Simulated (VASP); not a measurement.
# C (Pmma) in VASP: notebook

Runs on C. Level: PBE+D3(BJ). Tasks: single point.

All numbers are computed with VASP 6.6.1; they aren't measurements. Logs are shortened: lines on timing, memory, paths and dates and some standing lists are left out, and cuts for length are marked.

## (1) The cell of the first run

The structure is orthorhombic, space group Pmma (No. 51). The conventional cell has a = 2.465 Å, b = 3.572 Å, c = 4.269 Å, α = 90.00°, β = 90.00°, γ = 90.00°. Within 1.8 Å of C (site symmetry mm2) lie 3 C at 1.35 to 1.40 Å. Within 1.8 Å of C (site symmetry mm2) lie 3 C at 1.35 to 1.53 Å.

## (2) Single point, PBE+D3(BJ) (atoms displaced along a vibrational mode)

INCAR reads:

```
SYSTEM = C
PREC = Accurate ; ENCUT = 520
EDIFF = 1E-6 ; ISMEAR = 0
SIGMA = 0.15 ; LREAL = .FALSE.
LASPH = .TRUE. ; NELM = 80
ALGO = Normal ; ISIF = 2
LWAVE = .FALSE. ; LCHARG = .FALSE.
GGA = PE ; IVDW = 12
NBANDS = 16
```

KPOINTS reads:

```
Automatic mesh
0
G
  18 12 10
  0 0 0
```

POSCAR reads:

```
C
1.0
   -2.4646600698      0.0000000000      0.0000000000
    0.0000000000      0.0000000000     -3.5719696368
    0.0000000000     -4.2689164642      0.0000000000
C
4
Direct
    0.5000000000      0.0000000000      0.1722887022
    0.0000000000      0.0000000000      0.6441785246
    0.0000000000      0.0000000000      0.3277112978
    0.5000000000      0.0000000000      0.8558214754
```

Potentials or basis: VASP PAW PBE potentials, release 64 (C).

Launch:

```sh
cat potpaw_PBE.64/C/POTCAR > POTCAR
mpirun -np 1 vasp_std > vasp.out
```

OUTCAR:

```text
SYSTEM = C
   PREC = Accurate
   ENCUT = 520
   EDIFF = 1E-6
   ISMEAR = 0
   LREAL = .FALSE.
   LASPH = .TRUE.
   NELM = 80
   ISIF = 2
   GGA = PE
   IVDW = 12
 IVDW          = 12

 ion  position               nearest neighbor table
   1  0.500  0.000  0.172-   4 1.35   3 1.40   3 1.40
   2  0.000  0.000  0.644-   3 1.35   4 1.53   4 1.53
   3  0.000  0.000  0.328-   2 1.35   1 1.40   1 1.40
   4  0.500  0.000  0.856-   1 1.35   2 1.53   2 1.53

  LATTYP: Found a simple orthorhombic cell.
 ALAT       =     2.4646600698
 B/A-ratio  =     1.4492747623
 C/A-ratio  =     1.7320508075

  Lattice vectors:

 A1 = (  -2.4646600698,   0.0000000000,   0.0000000000)
 A2 = (   0.0000000000,   0.0000000000,  -3.5719696368)
 A3 = (   0.0000000000,  -4.2689164642,   0.0000000000)

Analysis of symmetry for initial positions (statically):
=====================================================================
 Subroutine PRICEL returns:
 Original cell was already a primitive cell.

 Routine SETGRP: Setting up the symmetry group for a
 simple orthorhombic supercell.

 Subroutine GETGRP returns: Found  8 space group operations
 (whereof  4 operations were pure point group operations)
 out of a pool of  8 trial point group operations.

The static configuration has the point symmetry C_2v.
 The point group associated with its full space group is D_2h.

Analysis of symmetry for dynamics (positions and initial velocities):
=====================================================================
 Subroutine PRICEL returns:
 Original cell was already a primitive cell.

 Routine SETGRP: Setting up the symmetry group for a
 simple orthorhombic supercell.

 Subroutine GETGRP returns: Found  8 space group operations
 (whereof  4 operations were pure point group operations)
 out of a pool of  8 trial point group operations.

The dynamic configuration has the point symmetry C_2v.
 The point group associated with its full space group is D_2h.

 Subroutine INISYM returns: Found  8 space group operations
 (whereof  4 operations are pure point group operations),
 and found     1 'primitive' translations

----------------------------------------------------------------------------------------

                                     Primitive cell

  volume of cell :      37.5822

  direct lattice vectors                    reciprocal lattice vectors
    -2.464660070  0.000000000  0.000000000    -0.405735465  0.000000000  0.000000000
     0.000000000  0.000000000 -3.571969637     0.000000000  0.000000000 -0.279957587
     0.000000000 -4.268916464  0.000000000     0.000000000 -0.234251480  0.000000000

  length of vectors
     2.464660070  3.571969637  4.268916464     0.405735465  0.279957587  0.234251480

  position of ions in fractional coordinates (direct lattice)
     0.500000000  0.000000000  0.172288702
     0.000000000  0.000000000  0.644178525
     0.000000000  0.000000000  0.327711298
     0.500000000  0.000000000  0.855821475

  ion indices of the primitive-cell ions
   primitive index   ion index
                 1           1
                 2           2
                 3           3
                 4           4

----------------------------------------------------------------------------------------

 KPOINTS: Automatic mesh

Automatic generation of k-mesh.
 Grid dimensions read from file:
 generate k-points for:   18   12   10

 Generating k-lattice:

  Cartesian coordinates                     Fractional coordinates (reciprocal lattice)
    -0.022540859  0.000000000  0.000000000     0.055555556  0.000000000  0.000000000
     0.000000000  0.000000000 -0.023329799     0.000000000  0.083333333  0.000000000
     0.000000000 -0.023425148  0.000000000     0.000000000  0.000000000  0.100000000

  Length of vectors
     0.022540859  0.023329799  0.023425148

  Shift w.r.t. Gamma in fractional coordinates (k-lattice)
     0.000000000  0.000000000  0.000000000

 Subroutine IBZKPT returns following result:
 ===========================================

 Found    420 irreducible k-points:

 Following reciprocal coordinates:
            Coordinates               Weight
  0.000000  0.000000  0.000000      1.000000
  0.055556  0.000000  0.000000      2.000000
  0.111111  0.000000  0.000000      2.000000
  0.166667  0.000000  0.000000      2.000000
  0.222222  0.000000  0.000000      2.000000
  0.277778  0.000000  0.000000      2.000000
[... 16 lines left out ...]
  0.111111  0.166667  0.000000      4.000000
  0.166667  0.166667  0.000000      4.000000
 [... further k-points ...]
   k-points           NKPTS =    420   k-points in BZ     NKDIM =    420   number of bands    NBANDS=     16
   number of dos      NEDOS =    301   number of ions     NIONS =      4
   total plane-waves  NPLWV =  16128
   dimension x,y,z NGX =    18 NGY =   28 NGZ =   32
   dimension x,y,z NGXF=    36 NGYF=   56 NGZF=   64
   ions per type =               4
   NGX,Y,Z   is equivalent  to a cutoff of  12.14, 13.03, 12.46 a.u.
   NGXF,Y,Z  is equivalent  to a cutoff of  24.28, 26.06, 24.92 a.u.
 SYSTEM =  C
   PREC   = accura    normal or accurate (medium, high low for compatibility)
   ISTART =      0    job   : 0-new  1-cont  2-samecut
   ICHARG =      2    charge: 1-file 2-atom 10-const
   ISPIN  =      1    spin polarized calculation?
   LNONCOLLINEAR =      F non collinear calculations
   LSORBIT =      F    spin-orbit coupling
   LASPH  =      T    aspherical Exc in radial PAW
   ENCUT  =  520.0 eV  38.22 Ry    6.18 a.u.   4.58  6.64  7.94*2*pi/ulx,y,z
   NELM   =     80;   NELMIN=  2; NELMDL= -5     # of ELM steps
   EDIFF  = 0.1E-05   stopping-criterion for ELM
   LREAL  =      F    real-space projection
   EDIFFG = 0.1E-04   stopping-criterion for IOM
   NSW    =      0    number of steps for IOM
   IBRION =     -1    ionic relax: 0-MD 1-quasi-New 2-CG
   NFREE  =      0    steps in history (QN), initial steepest desc. (CG)
   ISIF   =      2    stress and relaxation
   ISYM   =      2    0-nonsym 1-usesym 2-fastsym
   POTIM  = 0.5000    time-step for ionic-motion
   TEBEG  =    0.0;   TEEND  =   0.0 temperature during run
   PSTRESS=    0.0 pullay stress
   NELECT =      16.0000    total number of electrons
   NUPDOWN=      -1.0000    fix difference up-down
   EMIN   =  10.00;   EMAX   =-10.00  energy-range for DOS
   EFERMI =   0.00;   METHOD = LEGACY
   ISMEAR =     0;   SIGMA  =   0.15  broadening in eV -4-tet -1-fermi 0-gaus
   EFERMI_NEDOS =   21; number of points for ismear=-14 and -15
   IALGO  =     38    algorithm
   IMIX   =      4    mixing-type and parameters
     AMIX     =   0.40;   BMIX     =  1.00
     AMIX_MAG =   1.60;   BMIX_MAG =  1.00
  volume/ion in A,a.u.               =       9.40        63.40
  Fermi-wavevector in a.u.,A,eV,Ry     =   1.231556  2.327303 20.636352  1.516729
  Thomas-Fermi vector in A             =   2.366360
   LORBIT       =      0    0 simple, 1 ext, 2 COOP (PROOUT), +10 PAW based schemes
   GGA     = PE    functional components
   LHFCALC =     F    Hartree Fock is set to
   AEXX    =    0.0000 exact exchange contribution
   IVDW    =    12    specifies the selected vdW correction
   LEPSILON=     F    determine dielectric tensor
   LRPA    =     F    only Hartree local field effects (RPA)
 non-spin polarized calculation
 Gauss-broadening in eV      SIGMA  =   0.15
  energy-cutoff  :      520.00
  volume of cell :       37.58
 maximum number of plane-waves:      1040
   NGX =  9   NGY = 13   NGZ = 15

 number of electron      16.0000003 magnetization

 Free energy of the ion-electron system (eV)
  ---------------------------------------------------
  ext. energy  EPLUGINS =         0.00000000
  ---------------------------------------------------
  free energy    TOTEN  =       -36.03185690 eV

  energy without entropy =      -36.03097142  energy(sigma->0) =      -36.03141416

 E-fermi :   4.1158     XC(G=0):  -9.8773

 val. band max:        4.0949056630   @ k =   0.3333   0.0000   0.0000
 cond. band min:       4.1531882072   @ k =   0.2222   0.5000   0.0000
 fundamental gap:      0.0582825442
 Fermi energy:         4.1158366645

 k-point     1 :       0.0000    0.0000    0.0000
  band No.  band energies     occupation
      1     -15.5561      2.00000
      2      -9.8028      2.00000
      3      -9.7312      2.00000
      4      -2.8098      2.00000
      5      -2.3420      2.00000
      6       0.2433      2.00000
[... 8 lines left out ...]
     15      15.2327      0.00000
     16      15.8363      0.00000

 k-point     2 :       0.0556    0.0000    0.0000
  band No.  band energies     occupation
      1     -15.5013      2.00000
      2      -9.7591      2.00000
      3      -9.6808      2.00000
      4      -2.7476      2.00000
      5      -2.5764      2.00000
      6       0.1332      2.00000
[... 8 lines left out ...]
     15      15.2842      0.00000
     16      15.6572      0.00000

 k-point     3 :       0.1111    0.0000    0.0000
  band No.  band energies     occupation
      1     -15.3372      2.00000
      2      -9.6312      2.00000
      3      -9.5302      2.00000
      4      -3.2144      2.00000
      5      -2.5615      2.00000
      6      -0.1884      2.00000
[... 8 lines left out ...]
     15      15.3292      0.00000
     16      15.4362      0.00000

 k-point     4 :       0.1667    0.0000    0.0000
  band No.  band energies     occupation
      1     -15.0642      2.00000
      2      -9.4300      2.00000
      3      -9.2793      2.00000
      4      -4.1093      2.00000
      5      -2.2537      2.00000
      6      -0.6962      2.00000
[... 8 lines left out ...]
     15      15.6817      0.00000
     16      16.4362      0.00000

 k-point     5 :       0.2222    0.0000    0.0000
  band No.  band energies     occupation
      1     -14.6839      2.00000
      2      -9.1850      2.00000
      3      -8.9289      2.00000
      4      -5.1038      2.00000
      5      -1.8281      2.00000
      6      -1.3520      2.00000
[... 8 lines left out ...]
     15      16.0072      0.00000
     16      17.1101      0.00000

 k-point     6 :       0.2778    0.0000    0.0000
  band No.  band energies     occupation
      1     -14.1985      2.00000
      2      -8.9811      2.00000
      3      -8.4799      2.00000
      4      -6.0236      2.00000
      5      -2.1102      2.00000
      6      -1.5322      2.00000
[... 8 lines left out ...]
     15      16.7777      0.00000
     16      17.3812      0.00000
[... 267 lines left out ...]
 k-point    21 :       0.0000    0.1667    0.0000
  band No.  band energies     occupation
      1     -15.5130      2.00000
      2      -9.7780      2.00000
      3      -9.6970      2.00000
      4      -3.2051      2.00000
      5      -2.3350      2.00000
      6       0.2489      2.00000
[... 8 lines left out ...]
     15      15.7882      0.00000
     16      16.1540      0.00000

 k-point    22 :       0.0556    0.1667    0.0000
  band No.  band energies     occupation
      1     -15.4583      2.00000
      2      -9.7344      2.00000
      3      -9.6470      2.00000
      4      -3.1418      2.00000
      5      -2.5685      2.00000
      6       0.1388      2.00000
[... 8 lines left out ...]
     15      15.6225      0.00000
     16      16.2022      0.00000

 k-point    23 :       0.1111    0.1667    0.0000
  band No.  band energies     occupation
      1     -15.2945      2.00000
      2      -9.6067      2.00000
      3      -9.4967      2.00000
      4      -3.2041      2.00000
      5      -2.9525      2.00000
      6      -0.1826      2.00000
[... 8 lines left out ...]
     15      15.4342      0.00000
     16      16.3439      0.00000

 k-point    24 :       0.1667    0.1667    0.0000
  band No.  band energies     occupation
      1     -15.0222      2.00000
      2      -9.4058      2.00000
      3      -9.2465      2.00000
      4      -4.0960      2.00000
      5      -2.6394      2.00000
      6      -0.6899      2.00000
[... 8 lines left out ...]
     15      16.4952      0.00000
     16      16.5692      0.00000

 [... further k-points ...]

------------------------ aborting loop because EDIFF is reached ----------------------------------------

 Edisp (eV)   -0.57319

 E8    (eV) :    -0.1611

  FORCE on cell =-STRESS in cart. coord.  units (eV):
  Direction    XX          YY          ZZ          XY          YZ          ZX
  --------------------------------------------------------------------------------------
  -------------------------------------------------------------------------------------
  Total       0.91459     2.91231    -0.02881     0.00000     0.00000     0.00000
  in kB      38.98995   124.15549    -1.22818     0.00000     0.00000     0.00000
  external pressure =       53.97 kB  Pullay stress =        0.00 kB

 VOLUME and BASIS-vectors are now :
 -----------------------------------------------------------------------------
  energy-cutoff  :      520.00
  volume of cell :       37.58
      direct lattice vectors                 reciprocal lattice vectors
    -2.464660070  0.000000000  0.000000000    -0.405735465  0.000000000  0.000000000
     0.000000000  0.000000000 -3.571969637     0.000000000  0.000000000 -0.279957587
     0.000000000 -4.268916464  0.000000000     0.000000000 -0.234251480  0.000000000

 POSITION                                       TOTAL-FORCE (eV/Angst)
 -----------------------------------------------------------------------------------
     -1.23233     -0.73549      0.00000         0.000000      0.520466      0.000000
      0.00000     -2.74994      0.00000         0.000000     -8.364215      0.000000
      0.00000     -1.39897      0.00000         0.000000     -0.520466      0.000000
     -1.23233     -3.65343      0.00000         0.000000      8.364215      0.000000
 -----------------------------------------------------------------------------------
    total drift:                               -0.000000     -0.000000     -0.000000

  FREE ENERGIE OF THE ION-ELECTRON SYSTEM (eV)
  ---------------------------------------------------
  free  energy   TOTEN  =       -36.6050510004 eV

  energy  without entropy=      -36.6041655164  energy(sigma->0) =      -36.60460826
```

Wall time 95 s (1 thread of Intel Xeon Platinum 8488C (Sapphire Rapids), shared host); peak memory 0.29 GiB.

What came out:

```
Free energy                : -36.6051 eV
Pressure                   : 5.4 GPa
Largest force              : 8.364 eV/Å
Band gap on the k mesh     : zero (bands 8 and 9 overlap by 0.75 eV)
Dispersion energy per atom : -0.143 eV
```

Forces in eV/Å, atoms in the order of the input:
```
C    0.000  0.520  0.000
C    0.000 -8.364  0.000
C    0.000 -0.520  0.000
C    0.000  8.364  0.000
```

Stress tensor (GPa, compression positive):
```
 3.90  0.00  0.00
 0.00 12.42  0.00
 0.00  0.00 -0.12
```

Caveat: the cell differs from its parent crystal (atoms displaced along a vibrational mode); the cell stands under pressure; forces of over 1 eV/Å act on the atoms, so gaps and moduli don't describe the material at rest.

[end of part 1 of 2]
